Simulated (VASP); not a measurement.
Set up this calculation in VASP 6.6.1, as the native input.

```yaml
Task: relaxation of the atoms
Functional: PBEsol
Potentials_or_basis: VASP PAW PBE potentials, release 64 (Co, Al)
Cutoff: 520 eV
k_mesh: 10 × 10 × 1
Occupations: gaussian, width 0.1 eV
Spin: no spin polarisation
Dipole_correction: yes
Atoms_held_fixed_from_0: "[0, 1, 3]"
Further_INCAR_settings: ALGO = Normal; EDIFF = 1e-07; IBRION = 2; EDIFFG = -0.03; NSW = 90
```

The structure of AlCo lies in POSCAR:

```
AlCo
1.0
    2.8225855360      0.0000000000      0.0000000000
    0.0000000000      2.8225855360      0.0000000000
    0.0000000000      0.0000000000     24.0564638401
Co Al
3 3
Selective dynamics
Direct
    0.5000000000      0.5000000000      0.3533353886  F F F
    0.5000000000      0.5000000000      0.4706670777  F F F
    0.5000000000      0.5000000000      0.5879987668  T T T
    0.0000000000      0.0000000000      0.4120012332  F F F
    0.0000000000      0.0000000000      0.5293329223  T T T
    0.0000000000      0.0000000000      0.6466646114  T T T
```

One way to write it, as run:

INCAR

```
SYSTEM = AlCo
PREC = Accurate
ENCUT = 520
EDIFF = 1E-7
ISMEAR = 0
SIGMA = 0.1
LREAL = .FALSE.
LASPH = .TRUE.
NELM = 100
ALGO = Normal
ISIF = 2
LWAVE = .FALSE.
LCHARG = .FALSE.
LDIPOL = .TRUE.
IDIPOL = 3
DIPOL = 0.5 0.5 0.500
GGA = PS
IBRION = 2
NSW = 90
EDIFFG = -0.03
```

KPOINTS

```
regular mesh
0
G
  10 10 1
  0 0 0
```

Potentials or basis: VASP PAW PBE potentials, release 64 (Co, Al).

Command:

```sh
$ cat potpaw_PBE.64/Co/POTCAR potpaw_PBE.64/Al/POTCAR > POTCAR
$ mpirun -np 1 vasp_std > vasp.out
```

It gave:

| Item | Value |
| --- | --- |
| Energy gained by relaxing | 4.5 meV/atom |
| Ionic steps | 12 |
| Band gap on the k mesh | zero (bands 18 and 19 overlap by 0.77 eV) |

Caveat: the run has no spin polarisation, though such a crystal can be magnetic.

Wall time 24 min on 1 thread of Intel(R) Xeon(R) Platinum 8175M CPU @ 2.50GHz (Skylake/Cascade Lake), with other jobs on the host, peak memory 0.36 GiB.
